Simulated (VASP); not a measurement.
# Be3S5 (P1) in VASP: relaxation of cell and atoms with PBE

Aim: the relaxation of cell and atoms of Be3S5 with PBE.

Everything below comes from runs of VASP 6.6.1. Logs are shortened: lines on timing, memory, paths and dates and some standing lists are left out, and cuts for length are marked.

### Step 1. The cell of the first run

The typed cell holds 8 atoms: a = 3.543 Å, b = 3.554 Å, c = 10.871 Å, α = 81.83°, β = 80.63°, γ = 88.50°.

### Step 2. Relaxation of cell and atoms, PBE

Contents of INCAR:

```
SYSTEM = Be3S5
PREC = Accurate
ENCUT = 600
EDIFF = 1E-7
ISMEAR = 0
SIGMA = 0.02
LREAL = .FALSE.
LASPH = .TRUE.
NELM = 60
ALGO = Normal
ISIF = 3
LWAVE = .FALSE.
LCHARG = .FALSE.
GGA = PE
IBRION = 2
NSW = 100
EDIFFG = -0.01
```

Contents of KPOINTS:

```
Automatic mesh
0
G
  8 8 4
  0 0 0
```

Contents of POSCAR:

```
Be3S5
1.0
    3.5428499994      0.0000000000      0.0000000000
    0.0931011965      3.5526104435      0.0000000000
    1.7700526314      1.4989568087     10.6201701471
Be S
3 5
Direct
    0.3510682458      0.3047385636      0.3845989555
    0.7104732892      0.7264318786      0.6142962811
    0.9428698415      0.0635046363      0.9997522288
    0.8162627429      0.5106275834      0.1034610070
    0.8967660110      0.2492361714      0.2830773855
    0.2689597196      0.7535908751      0.4993213591
    0.5062656077      0.9677062795      0.9000840214
    0.7573345421      0.1741640122      0.7154087616
```

Potentials or basis: VASP PAW PBE potentials, release 64 (Be, S).

Started as:

```bash
cat potpaw_PBE.64/Be/POTCAR potpaw_PBE.64/S/POTCAR > POTCAR
mpirun -np 1 vasp_std > vasp.out
```

OUTCAR:

```text
SYSTEM = Be3S5
   PREC = Accurate
   ENCUT = 600
   EDIFF = 1E-7
   ISMEAR = 0
   LREAL = .FALSE.
   LASPH = .TRUE.
   NELM = 60
   ISIF = 3
   GGA = PE
   IBRION = 2
   NSW = 100
   EDIFFG = -0.01

 ion  position               nearest neighbor table
   1  0.351  0.305  0.385-   5 2.08   5 2.12   6 2.15   6 2.17
   2  0.710  0.726  0.614-   8 2.08   8 2.13   6 2.15   6 2.16
   3  0.943  0.064  1.000-   4 2.07   7 2.09   4 2.14   7 2.15
   4  0.816  0.511  0.103-   3 2.07   5 2.10   3 2.14
   5  0.897  0.249  0.283-   1 2.08   4 2.10   1 2.12
   6  0.269  0.754  0.499-   1 2.15   2 2.15   2 2.16   1 2.17
   7  0.506  0.968  0.900-   3 2.09   8 2.10   3 2.15
   8  0.757  0.174  0.715-   2 2.08   7 2.10   2 2.13

  LATTYP: Found a triclinic cell.
 ALAT       =     3.5428499994
 B/A-ratio  =     1.3977306113
 C/A-ratio  =     4.6257431400
 COS(alpha) =     0.0077036391
 COS(beta)  =     0.5517318608
 COS(gamma) =     0.6966445291

  Lattice vectors:

 A1 = (  -3.5428499994,   0.0000000000,   0.0000000000)
 A2 = (  -3.4497488029,   3.5526104435,   0.0000000000)
 A3 = (  -9.0419550232,  -8.6041776957, -10.6201701471)

Analysis of symmetry for initial positions (statically):
=====================================================================
 Subroutine PRICEL returns:
 Original cell was already a primitive cell.

 Routine SETGRP: Setting up the symmetry group for a
 triclinic supercell.

 Subroutine GETGRP returns: Found  1 space group operations
 (whereof  1 operations were pure point group operations)
 out of a pool of  2 trial point group operations.

The static configuration has the point symmetry C_1 .

Analysis of symmetry for dynamics (positions and initial velocities):
=====================================================================
 Subroutine PRICEL returns:
 Original cell was already a primitive cell.

 Routine SETGRP: Setting up the symmetry group for a
 triclinic supercell.

 Subroutine GETGRP returns: Found  1 space group operations
 (whereof  1 operations were pure point group operations)
 out of a pool of  2 trial point group operations.

The dynamic configuration has the point symmetry C_1 .

 Subroutine INISYM returns: Found  1 space group operations
 (whereof  1 operations are pure point group operations),
 and found     1 'primitive' translations

----------------------------------------------------------------------------------------

                                     Primitive cell

  volume of cell :     133.6693

  direct lattice vectors                    reciprocal lattice vectors
     3.542849999  0.000000000  0.000000000     0.282258634 -0.007396988 -0.045999722
     0.093101196  3.552610443  0.000000000     0.000000000  0.281483156 -0.039729222
     1.770052631  1.498956809 10.620170147     0.000000000  0.000000000  0.094160450

  length of vectors
     3.542849999  3.553830159 10.870509270     0.286078007  0.284273070  0.094160450

  position of ions in fractional coordinates (direct lattice)
     0.351068246  0.304738564  0.384598956
     0.710473289  0.726431879  0.614296281
     0.942869841  0.063504636  0.999752229
     0.816262743  0.510627583  0.103461007
     0.896766011  0.249236171  0.283077386
     0.268959720  0.753590875  0.499321359
     0.506265608  0.967706279  0.900084021
     0.757334542  0.174164012  0.715408762

  ion indices of the primitive-cell ions
   primitive index   ion index
                 1           1
                 2           2
                 3           3
                 4           4
                 5           5
                 6           6
                 7           7
                 8           8

----------------------------------------------------------------------------------------

 KPOINTS: Automatic mesh

Automatic generation of k-mesh.
 Grid dimensions read from file:
 generate k-points for:    8    8    4

 Generating k-lattice:

  Cartesian coordinates                     Fractional coordinates (reciprocal lattice)
     0.035282329 -0.000924623 -0.005749965     0.125000000  0.000000000 -0.000000000
     0.000000000  0.035185395 -0.004966153     0.000000000  0.125000000  0.000000000
     0.000000000  0.000000000  0.023540112     0.000000000  0.000000000  0.250000000

  Length of vectors
     0.035759751  0.035534134  0.023540112

  Shift w.r.t. Gamma in fractional coordinates (k-lattice)
     0.000000000  0.000000000  0.000000000

 Subroutine IBZKPT returns following result:
 ===========================================

 Found    132 irreducible k-points:

 Following reciprocal coordinates:
            Coordinates               Weight
  0.000000  0.000000  0.000000      1.000000
  0.125000  0.000000  0.000000      2.000000
  0.250000  0.000000  0.000000      2.000000
  0.375000  0.000000  0.000000      2.000000
  0.500000  0.000000  0.000000      1.000000
  0.000000  0.125000  0.000000      2.000000
[... 16 lines left out ...]
  0.125000  0.375000  0.000000      2.000000
  0.250000  0.375000  0.000000      2.000000
 [... further k-points ...]
   k-points           NKPTS =    132   k-points in BZ     NKDIM =    132   number of bands    NBANDS=     23
   number of dos      NEDOS =    301   number of ions     NIONS =      8
   total plane-waves  NPLWV =  70560
   dimension x,y,z NGX =    28 NGY =   28 NGZ =   90
   dimension x,y,z NGXF=    56 NGYF=   56 NGZF=  180
   ions per type =               3   5
   NGX,Y,Z   is equivalent  to a cutoff of  13.14, 13.10, 13.76 a.u.
   NGXF,Y,Z  is equivalent  to a cutoff of  26.28, 26.20, 27.53 a.u.
 SYSTEM =  Be3S5
   PREC   = accura    normal or accurate (medium, high low for compatibility)
   ISTART =      0    job   : 0-new  1-cont  2-samecut
   ICHARG =      2    charge: 1-file 2-atom 10-const
   ISPIN  =      1    spin polarized calculation?
   LNONCOLLINEAR =      F non collinear calculations
   LSORBIT =      F    spin-orbit coupling
   LASPH  =      T    aspherical Exc in radial PAW
   ENCUT  =  600.0 eV  44.10 Ry    6.64 a.u.   7.08  7.10 21.71*2*pi/ulx,y,z
   NELM   =     60;   NELMIN=  2; NELMDL= -5     # of ELM steps
   EDIFF  = 0.1E-06   stopping-criterion for ELM
   LREAL  =      F    real-space projection
   EDIFFG = -.1E-01   stopping-criterion for IOM
   NSW    =    100    number of steps for IOM
   IBRION =      2    ionic relax: 0-MD 1-quasi-New 2-CG
   NFREE  =      1    steps in history (QN), initial steepest desc. (CG)
   ISIF   =      3    stress and relaxation
   ISYM   =      2    0-nonsym 1-usesym 2-fastsym
   POTIM  = 0.5000    time-step for ionic-motion
   TEBEG  =    0.0;   TEEND  =   0.0 temperature during run
   PSTRESS=    0.0 pullay stress
   NELECT =      36.0000    total number of electrons
   NUPDOWN=      -1.0000    fix difference up-down
   EMIN   =  10.00;   EMAX   =-10.00  energy-range for DOS
   EFERMI =   0.00;   METHOD = LEGACY
   ISMEAR =     0;   SIGMA  =   0.02  broadening in eV -4-tet -1-fermi 0-gaus
   EFERMI_NEDOS =   21; number of points for ismear=-14 and -15
   IALGO  =     38    algorithm
   IMIX   =      4    mixing-type and parameters
     AMIX     =   0.40;   BMIX     =  1.00
     AMIX_MAG =   1.60;   BMIX_MAG =  1.00
  volume/ion in A,a.u.               =      16.71       112.76
  Fermi-wavevector in a.u.,A,eV,Ry     =   1.057219  1.997855 15.207402  1.117713
  Thomas-Fermi vector in A             =   2.192484
   LORBIT       =      0    0 simple, 1 ext, 2 COOP (PROOUT), +10 PAW based schemes
   GGA     = PE    functional components
   LHFCALC =     F    Hartree Fock is set to
   AEXX    =    0.0000 exact exchange contribution
   IVDW    =     0    specifies the selected vdW correction
   LEPSILON=     F    determine dielectric tensor
   LRPA    =     F    only Hartree local field effects (RPA)
 conjugate gradient relaxation of ions
 non-spin polarized calculation
 Gauss-broadening in eV      SIGMA  =   0.02
  energy-cutoff  :      600.00
  volume of cell :      133.67
 maximum number of plane-waves:      4490
   NGX = 15   NGY = 15   NGZ = 43

--------------------------------------- Ionic step        1  -------------------------------------------

 number of electron      35.9999999 magnetization

 Free energy of the ion-electron system (eV)
  ---------------------------------------------------
  ext. energy  EPLUGINS =         0.00000000
  ---------------------------------------------------
  free energy    TOTEN  =       -36.29856216 eV

  energy without entropy =      -36.29856216  energy(sigma->0) =      -36.29856216

------------------------ aborting loop because EDIFF is reached ----------------------------------------

  FORCE on cell =-STRESS in cart. coord.  units (eV):
  Direction    XX          YY          ZZ          XY          YZ          ZX
  --------------------------------------------------------------------------------------
  -------------------------------------------------------------------------------------
  Total       -0.1362949     -0.0959222      0.0339862      0.0042794      0.1156636     -0.0039170
  in kB       -1.6336476     -1.1497348      0.4073630      0.0512935      1.3863582     -0.0469497
  external PRESSURE =      -0.7920065 kB  Pullay stress =       0.0000000 kB
[... 107 lines left out ...]
  FREE ENERGIE OF THE ION-ELECTRON SYSTEM (eV)
  ---------------------------------------------------
  free  energy   TOTEN  =       -36.2993035201 eV

  energy  without entropy=      -36.2993035201  energy(sigma->0) =      -36.29930352

[... ionic steps 4 to 7 ...]

--------------------------------------- Ionic step        8  -------------------------------------------

 number of electron      35.9999999 magnetization

------------------------ aborting loop because EDIFF is reached ----------------------------------------

  FORCE on cell =-STRESS in cart. coord.  units (eV):
  Direction    XX          YY          ZZ          XY          YZ          ZX
  --------------------------------------------------------------------------------------
  -------------------------------------------------------------------------------------
  Total        0.0335262      0.0290700      0.0062825      0.0030282     -0.0035857     -0.0000455
  in kB        0.4022051      0.3487451      0.0753695      0.0363287     -0.0430162     -0.0005456
  external PRESSURE =       0.2754399 kB  Pullay stress =       0.0000000 kB
[... 69 lines left out ...]
  energy  without entropy=      -36.3000037051  energy(sigma->0) =      -36.30000371

--------------------------------------- Ionic step       10  -------------------------------------------

 number of electron      36.0000000 magnetization

 Free energy of the ion-electron system (eV)
  ---------------------------------------------------
  ext. energy  EPLUGINS =         0.00000000
  ---------------------------------------------------
  free energy    TOTEN  =       -36.30003909 eV

  energy without entropy =      -36.30003909  energy(sigma->0) =      -36.30003909

 E-fermi :   4.0979     XC(G=0):  -9.3617

 val. band max:        4.0186800885   @ k =   0.0000   0.0000   0.0000
 cond. band min:       5.2207315820   @ k =   0.5000   0.5000   0.5000
 fundamental gap:      1.2020514935
 Fermi energy:         4.0979381468

 k-point     1 :       0.0000    0.0000    0.0000
  band No.  band energies     occupation
      1     -11.1977      2.00000
      2     -10.7192      2.00000
      3      -9.3888      2.00000
      4      -7.5366      2.00000
      5      -6.8582      2.00000
      6      -1.7127      2.00000
[... 613 lines left out ...]
     22       8.9866      0.00000
     23       9.5571      0.00000

 [... further k-points ...]
[... 5 lines left out ...]
  --------------------------------------------------------------------------------------
  -------------------------------------------------------------------------------------
  Total       -0.0197860     -0.0118685     -0.0093786      0.0012208     -0.0071446      0.0003531
  in kB       -0.2371273     -0.1422395     -0.1123983      0.0146310     -0.0856253      0.0042315
  external PRESSURE =      -0.1639217 kB  Pullay stress =       0.0000000 kB
[... 23 lines left out ...]
  FREE ENERGIE OF THE ION-ELECTRON SYSTEM (eV)
  ---------------------------------------------------
  free  energy   TOTEN  =       -36.3000390891 eV

  energy  without entropy=      -36.3000390891  energy(sigma->0) =      -36.30003909

 reached required accuracy - stopping structural energy minimisation
```

Wall time 51 min (1 thread of Oxide Virtual Turin-like, shared host); peak memory 0.5 GiB.

Results:

- Free energy: -36.3000 eV
- Relaxed volume: 16.71 Å³/atom
- Relaxed cell: a = 3.537 Å, b = 3.549 Å, c = 10.906 Å, α = 81.70°, β = 80.68°, γ = 88.49°
- Space group after relaxing (to 0.1 Å): P1 (No. 1)
- Energy gained by relaxing: 0.2 meV/atom
- Ionic steps: 10
- Pressure after relaxing: 0.0 GPa
- Largest force after relaxing: 0.007 eV/Å
- Band gap on the k mesh: 1.20 eV (least direct gap 1.75 eV)

Forces in eV/Å, atoms in the order of the input:
```
Be   0.001  0.003  0.004
Be  -0.003 -0.003 -0.004
Be   0.002  0.002  0.000
S   -0.001  0.004  0.001
S   -0.004  0.003  0.002
S    0.001 -0.001 -0.003
S    0.007 -0.002  0.000
S   -0.002 -0.005  0.000
```

Step by step:
| step | energy change (eV) | largest force (eV/Å) | pressure (GPa) | volume (Å³) |
| --- | --- | --- | --- | --- |
| 1 | 0.0000 | 0.0895 | -0.08 | 133.67 |
| 2 | -0.0007 | 0.0349 | 0.07 | 133.51 |
| 3 | -0.0007 | 0.0259 | 0.05 | 133.53 |
| 4 | -0.0012 | 0.0190 | 0.00 | 133.58 |
| 5 | -0.0013 | 0.0183 | -0.03 | 133.60 |
| 6 | -0.0013 | 0.0129 | 0.01 | 133.55 |
| 7 | -0.0013 | 0.0127 | 0.04 | 133.50 |
| 8 | -0.0014 | 0.0123 | 0.03 | 133.55 |
| 9 | -0.0014 | 0.0156 | -0.01 | 133.65 |
| 10 | -0.0015 | 0.0070 | -0.02 | 133.69 |

Final structure:
```yaml
crystal:
  lattice:
    - [3.53722, 0.00025, -0.00025]
    - [0.09321, 3.54782, 0.00508]
    - [1.76660, 1.51227, 10.65487]
  atoms:
    - { symbol: Be, position: [0.35028, 0.30633, 0.38460] }
    - { symbol: Be, position: [0.71009, 0.72443, 0.61441] }
    - { symbol: Be, position: [0.94265, 0.06314, 0.99983] }
    - { symbol: S, position: [0.81870, 0.50952, 0.10373] }
    - { symbol: S, position: [0.89587, 0.25067, 0.28294] }
    - { symbol: S, position: [0.26885, 0.75390, 0.49927] }
    - { symbol: S, position: [0.50672, 0.97033, 0.89968] }
    - { symbol: S, position: [0.75684, 0.17168, 0.71554] }
```

Levels at points of the mesh, in eV from the valence-band top:
| k point | band 16 | band 17 | band 18 | band 19 | band 20 | band 21 |
| --- | --- | --- | --- | --- | --- | --- |
| (0.00, 0.00, 0.00) | -0.96 | -0.24 | 0.00 | 1.75 | 2.77 | 3.40 |
| (0.50, 0.00, 0.00) | -0.90 | -0.47 | -0.41 | 2.49 | 2.92 | 4.67 |
| (0.00, 0.50, 0.00) | -1.23 | -0.53 | -0.27 | 1.79 | 3.51 | 4.73 |
| (0.50, 0.50, 0.00) | -2.05 | -1.63 | -1.06 | 1.55 | 1.83 | 3.47 |
| (0.00, 0.00, 0.50) | -0.57 | -0.50 | -0.24 | 2.16 | 2.56 | 2.92 |
| (0.50, 0.00, 0.50) | -1.19 | -0.51 | -0.39 | 2.28 | 3.06 | 4.74 |
| (0.00, 0.50, 0.50) | -0.89 | -0.48 | -0.30 | 2.34 | 3.10 | 4.66 |
| (0.50, 0.50, 0.50) | -2.10 | -1.51 | -1.41 | 1.20 | 2.28 | 3.31 |

A k mesh can miss the band edges.
